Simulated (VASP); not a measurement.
Set up this calculation in VASP 6.6.1, as the native input.

| Item | Value |
| --- | --- |
| Task | single point |
| Functional | PBE |
| Potentials or basis | VASP PAW PBE potentials, release 64 (Ta_pv, H) |
| Cutoff | 520 eV |
| k mesh | 12 × 12 × 12 |
| Occupations | gaussian, width 0.1 eV |
| Spin | no spin polarisation |
| Dipole correction | no |
| Further INCAR settings | ALGO = Normal; EDIFF = 1e-06; NBANDS = 17 |

The structure of TaH5 lies in POSCAR:

```
TaH5
1.0
    3.4278144038      0.0000000000      0.0000000000
   -1.7139072019      2.9685743531      0.0000000000
    0.0000000000      0.0000000000      2.9955256417
Ta H
1 5
Direct
    0.0000000000      0.0000000000      0.0000000000
    0.3333333333      0.6666666667      0.0000000000
    0.6666666667      0.3333333333      0.0000000000
    0.5000000000      0.0000000000      0.5000000000
    0.5000000000      0.5000000000      0.5000000000
    0.0000000000      0.5000000000      0.5000000000
```

These files were run (other wordings do the same):

INCAR

```
SYSTEM = TaH5
PREC     = Accurate       ! precision mode
ENCUT    = 520            ! plane-wave cutoff, eV
EDIFF    = 1E-6           ! SCF threshold, eV
ISMEAR   = 0              ! smearing method
SIGMA    = 0.1            ! smearing width, eV
LREAL    = .False.        ! projectors in reciprocal space
LASPH    = .True.         ! aspherical terms in the spheres
NELM     = 60             ! most SCF steps
ALGO     = Normal         ! electronic algorithm
ISIF     = 2              ! what is computed and relaxed
LWAVE    = .False.        ! write WAVECAR
LCHARG   = .False.        ! write CHGCAR
GGA      = PE             ! functional
NBANDS   = 17             ! bands
```

KPOINTS

```
Automatic mesh
0
Gamma
  12 12 12
  0 0 0
```

Potentials or basis: VASP PAW PBE potentials, release 64 (Ta_pv, H).

Command:

```console
$ cat potpaw_PBE.64/Ta_pv/POTCAR potpaw_PBE.64/H/POTCAR > POTCAR
$ mpirun -np 1 vasp_std > vasp.out
```

It gave:

* Pressure: 0.0 GPa
* Band gap on the k mesh: zero (band 8 reaches 7.02 eV, above the bottom of band 9 at 4.61 eV)

Caveat: spin-orbit coupling is left out, which moves the levels of the heavy elements.

Wall time 71 s on 1 thread of Intel(R) Xeon(R) Platinum 8259CL CPU @ 2.50GHz (Skylake/Cascade Lake), with other jobs on the host, peak memory 0.19 GiB.
